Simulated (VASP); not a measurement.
# LiNbO3 (R3c) in VASP: further runs, part 2 of 2

VASP 6.6.1. The steps go on from the part before.

## 6. Single point, PBE (10.55 Å³/atom)

This run uses another cell than the first one, of 10.55 Å³/atom.

INCAR reads:

```
SYSTEM = LiNbO3
  ALGO = Normal
  EDIFF = 1E-6
  ENCUT = 520
  GGA = PE
  ISIF = 2
  ISMEAR = 0
  LASPH = .True.
  LCHARG = .False.
  LREAL = .False.
  LWAVE = .False.
  NBANDS = 45
  NELM = 80
  PREC = Accurate
  SIGMA = 0.05
```

KPOINTS reads:

```
k-points
0
Gamma
  6 6 6
  0 0 0
```

POSCAR reads:

```
LiNbO3
1.0
    2.6365700205      1.5222244111      4.3811005174
   -2.6365700205      1.5222244111      4.3811005174
    0.0000000000     -3.0444488221      4.3811005174
Li Nb O
2 2 6
Direct
    0.2815913687      0.2815913687      0.2815913687
    0.7815913687      0.7815913687      0.7815913687
    0.0004900497      0.0004900497      0.0004900497
    0.5004900497      0.5004900497      0.5004900497
    0.1104619503      0.3580262714      0.7211003599
    0.7211003599      0.1104619503      0.3580262714
    0.3580262714      0.7211003599      0.1104619503
    0.2211003599      0.8580262714      0.6104619503
    0.8580262714      0.6104619503      0.2211003599
    0.6104619503      0.2211003599      0.8580262714
```

Potentials or basis: VASP PAW PBE potentials, release 64 (Li_sv, Nb_sv, O).

Command:

```console
> cat potpaw_PBE.64/Li_sv/POTCAR potpaw_PBE.64/Nb_sv/POTCAR potpaw_PBE.64/O/POTCAR > POTCAR
> mpirun -np 1 vasp_std > vasp.out
```

OUTCAR:

```text
SYSTEM = LiNbO3
   EDIFF = 1E-6
   ENCUT = 520
   GGA = PE
   ISIF = 2
   ISMEAR = 0
   LASPH = .True.
   LREAL = .False.
   NELM = 80
   PREC = Accurate

 ion  position               nearest neighbor table
   1  0.282  0.282  0.282-  10 2.10   8 2.10   9 2.10   5 2.21   6 2.21   7 2.21
   2  0.782  0.782  0.782-   6 2.10   7 2.10   5 2.10   9 2.21  10 2.21   8 2.21
   3  0.000  0.000  0.000-   6 1.88   7 1.88   5 1.88   8 2.12  10 2.12   9 2.12
   4  0.500  0.500  0.500-  10 1.88   8 1.88   9 1.88   7 2.12   6 2.12   5 2.12
   5  0.110  0.358  0.721-   3 1.88   2 2.10   4 2.12   1 2.21
   6  0.721  0.110  0.358-   3 1.88   2 2.10   4 2.12   1 2.21
   7  0.358  0.721  0.110-   3 1.88   2 2.10   4 2.12   1 2.21
   8  0.221  0.858  0.610-   4 1.88   1 2.10   3 2.12   2 2.21
   9  0.858  0.610  0.221-   4 1.88   1 2.10   3 2.12   2 2.21
  10  0.610  0.221  0.858-   4 1.88   1 2.10   3 2.12   2 2.21

  LATTYP: Found a trigonal (rhomboedric) cell.
 ALAT       =     5.3350454894
 COS(alpha) =     0.5115362254

  Lattice vectors:

 A1 = (   2.6365700205,   1.5222244111,   4.3811005174)
 A2 = (  -2.6365700205,   1.5222244111,   4.3811005174)
 A3 = (   0.0000000000,  -3.0444488221,   4.3811005174)

Analysis of symmetry for initial positions (statically):
=====================================================================
 Subroutine PRICEL returns:
 Original cell was already a primitive cell.

 Routine SETGRP: Setting up the symmetry group for a
 trigonal (rhombohedral) supercell.

 Subroutine GETGRP returns: Found  6 space group operations
 (whereof  3 operations were pure point group operations)
 out of a pool of 12 trial point group operations.

The static configuration has the point symmetry C_3 .
 The point group associated with its full space group is C_3v.

Analysis of symmetry for dynamics (positions and initial velocities):
=====================================================================
 Subroutine PRICEL returns:
 Original cell was already a primitive cell.

 Routine SETGRP: Setting up the symmetry group for a
 trigonal (rhombohedral) supercell.

 Subroutine GETGRP returns: Found  6 space group operations
 (whereof  3 operations were pure point group operations)
 out of a pool of 12 trial point group operations.

The dynamic configuration has the point symmetry C_3 .
 The point group associated with its full space group is C_3v.

 Subroutine INISYM returns: Found  6 space group operations
 (whereof  3 operations are pure point group operations),
 and found     1 'primitive' translations

----------------------------------------------------------------------------------------

                                     Primitive cell

  volume of cell :     105.5000

  direct lattice vectors                    reciprocal lattice vectors
     2.636570020  1.522224411  4.381100517     0.189640327  0.109488894  0.076084384
    -2.636570020  1.522224411  4.381100517    -0.189640327  0.109488894  0.076084384
     0.000000000 -3.044448822  4.381100517     0.000000000 -0.218977787  0.076084384

  length of vectors
     5.335045489  5.335045489  5.335045489     0.231819121  0.231819121  0.231819121

  position of ions in fractional coordinates (direct lattice)
     0.281591369  0.281591369  0.281591369
     0.781591369  0.781591369  0.781591369
[... 76 lines left out ...]
   number of dos      NEDOS =    301   number of ions     NIONS =     10
   total plane-waves  NPLWV =  64000
   dimension x,y,z NGX =    40 NGY =   40 NGZ =   40
   dimension x,y,z NGXF=    80 NGYF=   80 NGZF=   80
   ions per type =               2   2   6
   NGX,Y,Z   is equivalent  to a cutoff of  12.46, 12.46, 12.46 a.u.
   NGXF,Y,Z  is equivalent  to a cutoff of  24.93, 24.93, 24.93 a.u.
 SYSTEM =  LiNbO3
   PREC   = accura    normal or accurate (medium, high low for compatibility)
   ISTART =      0    job   : 0-new  1-cont  2-samecut
   ICHARG =      2    charge: 1-file 2-atom 10-const
   ISPIN  =      1    spin polarized calculation?
   LNONCOLLINEAR =      F non collinear calculations
   LSORBIT =      F    spin-orbit coupling
   LASPH  =      T    aspherical Exc in radial PAW
   ENCUT  =  520.0 eV  38.22 Ry    6.18 a.u.   9.92  9.92  9.92*2*pi/ulx,y,z
   NELM   =     80;   NELMIN=  2; NELMDL= -5     # of ELM steps
   EDIFF  = 0.1E-05   stopping-criterion for ELM
   LREAL  =      F    real-space projection
   EDIFFG = 0.1E-04   stopping-criterion for IOM
   NSW    =      0    number of steps for IOM
   IBRION =     -1    ionic relax: 0-MD 1-quasi-New 2-CG
   NFREE  =      0    steps in history (QN), initial steepest desc. (CG)
   ISIF   =      2    stress and relaxation
   ISYM   =      2    0-nonsym 1-usesym 2-fastsym
   POTIM  = 0.5000    time-step for ionic-motion
   TEBEG  =    0.0;   TEEND  =   0.0 temperature during run
   PSTRESS=    0.0 pullay stress
   NELECT =      68.0000    total number of electrons
   NUPDOWN=      -1.0000    fix difference up-down
   EMIN   =  10.00;   EMAX   =-10.00  energy-range for DOS
   EFERMI =   0.00;   METHOD = LEGACY
   ISMEAR =     0;   SIGMA  =   0.05  broadening in eV -4-tet -1-fermi 0-gaus
   EFERMI_NEDOS =   21; number of points for ismear=-14 and -15
   IALGO  =     38    algorithm
   IMIX   =      4    mixing-type and parameters
     AMIX     =   0.40;   BMIX     =  1.00
     AMIX_MAG =   1.60;   BMIX_MAG =  1.00
  volume/ion in A,a.u.               =      10.55        71.19
  Fermi-wavevector in a.u.,A,eV,Ry     =   1.414144  2.672345 27.208977  1.999803
  Thomas-Fermi vector in A             =   2.535717
   LORBIT       =      0    0 simple, 1 ext, 2 COOP (PROOUT), +10 PAW based schemes
   GGA     = PE    functional components
   LHFCALC =     F    Hartree Fock is set to
   AEXX    =    0.0000 exact exchange contribution
   IVDW    =     0    specifies the selected vdW correction
   LEPSILON=     F    determine dielectric tensor
   LRPA    =     F    only Hartree local field effects (RPA)
 non-spin polarized calculation
 Gauss-broadening in eV      SIGMA  =   0.05
  energy-cutoff  :      520.00
  volume of cell :      105.50
 maximum number of plane-waves:      2860
   NGX = 19   NGY = 19   NGZ = 19

 number of electron      67.9999988 magnetization

 Free energy of the ion-electron system (eV)
  ---------------------------------------------------
  ext. energy  EPLUGINS =         0.00000000
  ---------------------------------------------------
  free energy    TOTEN  =       -79.77207400 eV

  energy without entropy =      -79.77207400  energy(sigma->0) =      -79.77207400

 E-fermi :   3.8686     XC(G=0): -10.8429

 val. band max:        3.6335583641   @ k =   0.1667   0.1667   0.1667
 cond. band min:       7.2030893826   @ k =   0.5000   0.3333   0.0000
 fundamental gap:      3.5695310184
 Fermi energy:         3.8685917968

 k-point     1 :       0.0000    0.0000    0.0000
  band No.  band energies     occupation
      1     -50.5167      2.00000
      2     -50.5004      2.00000
      3     -39.0428      2.00000
      4     -39.0402      2.00000
      5     -26.8235      2.00000
      6     -26.8235      2.00000
[... 1141 lines left out ...]
     44      13.2569      0.00000
     45      14.0240      0.00000

 [... further k-points ...]

------------------------ aborting loop because EDIFF is reached ----------------------------------------

  FORCE on cell =-STRESS in cart. coord.  units (eV):
  Direction    XX          YY          ZZ          XY          YZ          ZX
  --------------------------------------------------------------------------------------
  -------------------------------------------------------------------------------------
  Total        0.3130976      0.3130976      8.4457528      0.0000000      0.0000000      0.0000000
  in kB        4.7548613      4.7548613    128.2615513      0.0000000      0.0000000      0.0000000
  external PRESSURE =      45.9237579 kB  Pullay stress =       0.0000000 kB

 VOLUME and BASIS-vectors are now :
 -----------------------------------------------------------------------------
  energy-cutoff  :      520.00
  volume of cell :      105.50
      direct lattice vectors                 reciprocal lattice vectors
     2.636570020  1.522224411  4.381100517     0.189640327  0.109488894  0.076084384
    -2.636570020  1.522224411  4.381100517    -0.189640327  0.109488894  0.076084384
     0.000000000 -3.044448822  4.381100517     0.000000000 -0.218977787  0.076084384

 POSITION                                       TOTAL-FORCE (eV/Angst)
 -----------------------------------------------------------------------------------
      0.00000      0.00000      3.70104        -0.000000     -0.000000     -0.160006
      0.00000      0.00000     10.27269        -0.000000     -0.000000     -0.160006
      0.00000      0.00000      0.00644        -0.000000     -0.000000     -0.024289
      0.00000      0.00000      6.57809        -0.000000     -0.000000     -0.024289
     -0.65272     -1.48221      5.21171        -0.020747      0.174353      0.061432
      1.60999      0.17583      5.21171        -0.140620     -0.105144      0.061432
     -0.95727      1.30638      5.21171         0.161367     -0.069209      0.061432
     -1.67930     -0.21585      7.40226        -0.161367     -0.069209      0.061432
      0.65272      1.56224      7.40226         0.020747      0.174353      0.061432
      1.02658     -1.34639      7.40226         0.140620     -0.105144      0.061432
 -----------------------------------------------------------------------------------
    total drift:                                0.000000      0.000000     -0.001179

  FREE ENERGIE OF THE ION-ELECTRON SYSTEM (eV)
  ---------------------------------------------------
  free  energy   TOTEN  =       -79.7720740043 eV

  energy  without entropy=      -79.7720740043  energy(sigma->0) =      -79.77207400
```

Run time: 1.7 min. Hardware: 1 thread of AMD EPYC 9R45 (Zen 5), shared host; peak memory 0.27 GiB.

What came out:

| Quantity | Value |
| --- | --- |
| Free energy | -79.7721 eV |
| Largest force | 0.186 eV/Å |
| Band gap on the k mesh | 3.57 eV (least direct gap 3.63 eV) |

Forces in eV/Å, atoms in the order of the input:
```
Li   0.000  0.000 -0.160
Li   0.000  0.000 -0.160
Nb   0.000  0.000 -0.024
Nb   0.000  0.000 -0.024
O   -0.021  0.174  0.061
O   -0.141 -0.105  0.061
O    0.161 -0.069  0.061
O   -0.161 -0.069  0.061
O    0.021  0.174  0.061
O    0.141 -0.105  0.061
```

Levels at points of the mesh, in eV from the valence-band top:
```
           k point  band 31  band 32  band 33  band 34  band 35  band 36  band 37  band 38
(0.00, 0.00, 0.00)    -0.44    -0.34    -0.03    -0.03     3.65     3.65     3.83     5.17
(0.50, 0.00, 0.00)    -0.21    -0.21    -0.12    -0.12     3.91     3.91     4.68     4.68
(0.50, 0.50, 0.00)    -0.65    -0.49    -0.47    -0.22     3.66     4.14     4.60     4.71
(0.50, 0.50, 0.50)    -0.38    -0.38    -0.38    -0.38     4.44     4.44     4.85     4.85
```

Caveat: the cutoff is under 1.25 times the usual one of these potentials, so pressure, stress and relaxed cells hold a basis-set (Pulay) error. A k mesh can miss the band edges.

## 7. Overview

| cell | gap on the mesh (eV) | largest force (eV/Å) |
| --- | --- | --- |
| a = 5.396 Å, angles 57.1°, 10 atoms | 3.75 | 0.58 |
| a = 5.527 Å, angles 54.4°, 10 atoms | 3.79 | 0.83 |
| a = 5.458 Å, angles 56.4°, 10 atoms | 3.70 | 0.40 |
| a = 5.593 Å, angles 53.7°, 10 atoms | 3.69 | 0.62 |
| a = 5.335 Å, angles 59.2°, 10 atoms | 3.57 | 0.19 |

Alike in all rows: task single point; level PBE; potentials or basis VASP PAW PBE potentials, release 64 (Li_sv, Nb_sv, O); no spin polarisation; k mesh 6 × 6 × 6; cutoff (eV) 520; smearing gaussian 0.05 eV.

Caveats: the cutoff is under 1.25 times the usual one of these potentials, so pressure, stress and relaxed cells hold a basis-set (Pulay) error.

Total energies depend on the potentials used, so only differences within one code and one set of settings carry meaning.
